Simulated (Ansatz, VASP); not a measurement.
## Two plane-wave programs on Zr

The input INCAR:

```
ALGO = Normal ; EDIFF = 1E-6
ENCUT = 520 ; GGA = PS
ISIF = 2 ; ISMEAR = -1
LASPH = T ; LCHARG = T
LELF = T ; LREAL = F
LVHAR = T ; LWAVE = F
NBANDS = 25 ; NELM = 100
PREC = Accurate ; SIGMA = 0.1
```

File KPOINTS:

```
k-points
0
Gamma
  8 8 11
```

POSCAR

```
Zr
1.0
    4.9762445126      0.0000000000      0.0000000000
   -2.4881222563      4.3095541634      0.0000000000
    0.0000000000      0.0000000000      3.1071401290
Zr
3
Direct
    1.0000000000      0.0000000000      1.0000000000
    0.3333333333      0.6666666667      0.5000000000
    0.6666666667      0.3333333333      0.5000000000
```

Input for Ansatz:

```yaml
crystal:
  lattice:
    - [4.9762445126, 0.0, 0.0]
    - [-2.4881222563, 4.3095541634, 0.0]
    - [0.0, 0.0, 3.107140129]
  atoms:
    - { symbol: Zr, position: [1.0, 0.0, 1.0] }
    - { symbol: Zr, position: [0.3333333333, 0.6666666667, 0.5] }
    - { symbol: Zr, position: [0.6666666667, 0.3333333333, 0.5] }
hamiltonian:
  xc: pbesol
  pseudopotentials:
    kind: paw
    azcp:
      Zr: "pseudopotentials/Zr.paw.azcp"
basis:
  ecutwfc: 420
  fft_grid_basis: typed
kpoints:
  mp_grid: { grid: [8, 8, 11], shift: [0, 0, 0] }
magnetization:
  spin_polarized: false
scf:
  occupations: { method: fermi_dirac, width: 0.1 }
  lower_state_search: "off"
output:
  stress: true
  write_density: true
  write_potential: true
  elf: true
  volumetric_format: npy
```

Alike in both runs: task single point; functional PBEsol; k mesh 8 × 8 × 11; occupations fermi-dirac, width 0.1 eV; no spin polarisation.

```csv
,VASP,Ansatz
version,VASP 6.6.1,Ansatz 0.2.0
potentials or method,"VASP PAW PBE potentials, release 64 (Zr_sv), cutoff 520 eV","plane waves (420 eV) with PAW, scalar-relativistic"
valence electrons in the cell,36,36
```

|  | VASP | Ansatz | Ansatz less VASP |
| --- | --- | --- | --- |
| pressure (GPa) | 0.1 | 0.0 | -0.08 |
| traceless stress, the component that is largest in VASP (GPa) | -0.06 | -0.04 | +0.021 |

VASP's potentials were made for PBE, not for PBEsol, and Ansatz warns of the same on its side.
